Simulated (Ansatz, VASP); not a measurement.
# GaSb in VASP and in Ansatz

POSCAR

```
GaSb
1.0
    0.0000000000      3.1189956238      3.1189956238
    3.1189956238      0.0000000000      3.1189956238
    3.1189956238      3.1189956238      0.0000000000
Sb Ga
1 1
Direct
    0.7500000000      0.7500000000      0.7500000000
    0.0000000000      0.0000000000      0.0000000000
```

INCAR.step1

```
PREC = Accurate ; ENCUT = 520
EDIFF = 1E-5 ; ISMEAR = -1
SIGMA = 0.05 ; LREAL = False
LASPH = True ; NELM = 100
ALGO = Normal ; ISIF = 2
LWAVE = True ; LCHARG = False
NBANDS = 16 ; GGA = PE
```

INCAR.step2

```
PREC = Accurate ; ENCUT = 520
EDIFF = 1E-7 ; ISMEAR = -1
SIGMA = 0.05 ; LREAL = False
LASPH = True ; NELM = 100
ALGO = Normal ; ISIF = 2
LWAVE = False ; LCHARG = False
GGA = B3 ; LHFCALC = True
AEXX = 0.2 ; AGGAX = 0.72
AGGAC = 0.81 ; ALDAC = 0.19
PRECFOCK = Normal ; NBANDS = 16
ISTART = 1
```

The input KPOINTS:

```
regular mesh
0
Gamma
  4 4 4
```

The input input.yaml:

```yaml
crystal:
  lattice:
    - [0.0, 3.1189956238, 3.1189956238]
    - [3.1189956238, 0.0, 3.1189956238]
    - [3.1189956238, 3.1189956238, 0.0]
  atoms:
    - { symbol: Sb, position: [0.75, 0.75, 0.75] }
    - { symbol: Ga, position: [0.0, 0.0, 0.0] }
hamiltonian:
  xc: b3lyp
  pseudopotentials: { kind: paw }
kpoints:
  mp_grid: { grid: [4, 4, 4] }
scf:
  occupations: { method: fermi_dirac, width: 0.05 }
output:
  forces: true
  stress: true
  eigenvalues: true
```

Alike in both runs: task single point; functional B3LYP; k mesh 4 × 4 × 4; occupations fermi-dirac, width 0.05 eV; no spin polarisation.

```csv
,VASP,Ansatz
version,VASP 6.6.1,Ansatz 0.2.0
potentials or method,"VASP PAW PBE potentials, release 64 (Sb, Ga_d)",Ansatz PAW
plane-wave cutoff (eV),520,420
valence electrons in the cell,18,28
```

|  | VASP | Ansatz | Ansatz less VASP |
| --- | --- | --- | --- |
| gap on the k mesh at the Fermi level (eV) | 0.61 | 0.51 | -0.105 |
| least direct gap on the mesh (eV) | 0.61 | 0.51 | -0.105 |
| pressure (GPa) | 0.0 | 0.2 | +0.21 |

VASP's potentials were made for PBE, not for B3LYP. With one functional, cell and mesh, what is left measures potentials, basis and numerics. VASP's potentials hold 18 valence electrons a cell and Ansatz's 28, so a difference there can come from the potentials and not from the codes.

The k mesh is coarse, so the values compare programs but aren't converged. Neither program's run includes spin-orbit coupling.
